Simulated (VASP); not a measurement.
Crystal: Hf.

```xyz
3
Lattice="4.9623 0.0000 0.0000 -2.4812 4.2975 0.0000 0.0000 0.0000 3.0862" Properties=species:S:1:pos:R:3 pbc="T T T"
Hf    2.4812    1.4325    1.5431
Hf    0.0000    2.8650    1.5431
Hf    0.0000    0.0000    0.0000
```

| Item | Value |
| --- | --- |
| Program | VASP 6.6.1 |
| Task | relaxation of cell and atoms |
| Functional | PBEsol |
| Potentials or basis | VASP PAW PBE potentials, release 64 (Hf_pv) |
| Cutoff | 600 eV |
| k mesh | 5 × 5 × 7 |
| Occupations | fermi-dirac, width 0.1 eV |
| Spin | no spin polarisation |

At the start: pressure -3.2 GPa; volume 21.94 Å³/atom.

Problem. Where does the relaxation end?

Solution. Over 6 steps the energy falls by 6.6 meV/atom and the volume is 21.30 Å³/atom (-2.9 %); space group P6/mmm (No. 191, to 0.05 Å).

Step by step:
| step | energy change (eV) | largest force (eV/Å) | pressure (GPa) | volume (Å³) |
| --- | --- | --- | --- | --- |
| 1 | 0.0000 | 0.0000 | -3.18 | 65.82 |
| 2 | 0.0079 | 0.0000 | 4.24 | 61.75 |
| 3 | -0.0197 | 0.0000 | 0.01 | 63.92 |
| 4 | -0.0197 | 0.0000 | 0.07 | 63.88 |
| 5 | -0.0199 | 0.0000 | 0.04 | 63.89 |
| 6 | -0.0199 | 0.0000 | 0.05 | 63.89 |

Final structure:
```
Hf
1.0
     4.90495    0.00000    0.00000
    -2.45247    4.24781    0.00000
     0.00000    0.00000    3.06650
Hf
3
Cartesian
  2.4525 1.4159 1.5332
  0.0000 2.8319 1.5332
  4.9049 0.0000 3.0665
```

Caveat: the PAW data sets were made with another functional, which shifts forces and pressure a little.
